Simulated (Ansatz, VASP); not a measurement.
**Ta, level by level in two programs**

```xyz
1
Lattice="-1.6837 1.6837 1.6837 1.6837 -1.6837 1.6837 1.6837 1.6837 -1.6837" Properties=species:S:1:pos:R:3 pbc="T T T"
Ta    0.0000    0.0000    0.0000
```

Single points on this cell with VASP 6.6.1 and Ansatz 0.2.0. Each row is one pair of runs. Alike in all rows: spin: off; smearing: fermi-dirac, width 0.05 eV.

```csv
level,k mesh,"VASP's potentials, cutoff","Ansatz's potentials, cutoff","gap on the k mesh at the Fermi level (eV), VASP","gap on the k mesh at the Fermi level (eV), Ansatz","pressure (GPa), VASP","pressure (GPa), Ansatz"
LDA,11 × 11 × 11,"VASP PAW LDA potentials, release 64 (Ta_pv), 520 eV","Ansatz PAW, 420 eV",none,none,-18.3,-18.9
r2SCAN,11 × 11 × 11,"VASP PAW PBE potentials, release 64 (Ta_pv), 520 eV","Ansatz PAW, 500 eV",none,none,-10.0,-10.5
LDA,11 × 11 × 11,"VASP PAW LDA potentials, release 64 (Ta_sv_GW), 500 eV","Ansatz PAW, 420 eV",none,none,-19.4,-18.9
r2SCAN50,6 × 6 × 6,"VASP PAW PBE potentials, release 64 (Ta_pv), 520 eV","Ansatz PAW, 500 eV",?,none,?,-10.3
```

Question: Fill in what VASP gave in row 4.

Answer: gap on the k mesh at the Fermi level (eV): none; pressure (GPa): -13.4.

VASP's potentials hold 11 valence electrons a cell and Ansatz's 13 in some rows, so a difference there can come from the potentials and not from the codes.

A gap of «none» marks a metal or a gap that the smearing closes.

The k mesh is coarse in some rows, so the values compare programs but aren't converged. Neither program's run includes spin-orbit coupling.
